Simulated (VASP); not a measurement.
Runs of VASP 6.6.1 on BN. The structure is that of space group P3m1 (No. 156), or close to it. The cells are those of the table. 

| cell | gap on the mesh (eV) | pressure (GPa) | largest force (eV/Å) |
| --- | --- | --- | --- |
| a = 2.506, b = 2.506, c = 10.635 Å, angles 90.0, 90.0, 60.0°, 6 atoms | (a) | 0.0 | 0.06 |
| a = 2.506, b = 2.506, c = 11.385 Å, angles 90.0, 90.0, 60.0°, 6 atoms | 4.38 | 0.1 | 0.06 |
| a = 2.506, b = 2.506, c = 9.585 Å, angles 90.0, 90.0, 60.0°, 6 atoms | 4.06 | 0.5 | 0.13 |
| a = 2.506, b = 2.506, c = 11.885 Å, angles 90.0, 90.0, 60.0°, 6 atoms | 4.39 | 0.2 | 0.05 |
| a = 2.506, b = 2.506, c = 10.385 Å, angles 90.0, 90.0, 60.0°, 6 atoms | 4.29 | (b) | 0.06 |
| a = 2.506, b = 2.506, c = 10.885 Å, angles 90.0, 90.0, 60.0°, 6 atoms | 4.35 | 0.0 | 0.06 |
| a = 2.506, b = 2.506, c = 15.885 Å, angles 90.0, 90.0, 60.0°, 6 atoms | 4.39 | - | 0.05 |
| a = 2.506, b = 2.506, c = 12.885 Å, angles 90.0, 90.0, 60.0°, 6 atoms | 4.40 | 0.2 | 0.05 |

Alike in all rows: task single point; level PBE+D3(BJ); potentials or basis VASP PAW PBE potentials, release 64 (B, N); no spin polarisation; k mesh 10 × 10 × 3; cutoff (eV) 520; smearing gaussian 0.05 eV.

Problem. Estimate the missing entries.

Solution. (a) 4.33; (b) -0.1.

A k mesh can miss the band edges.
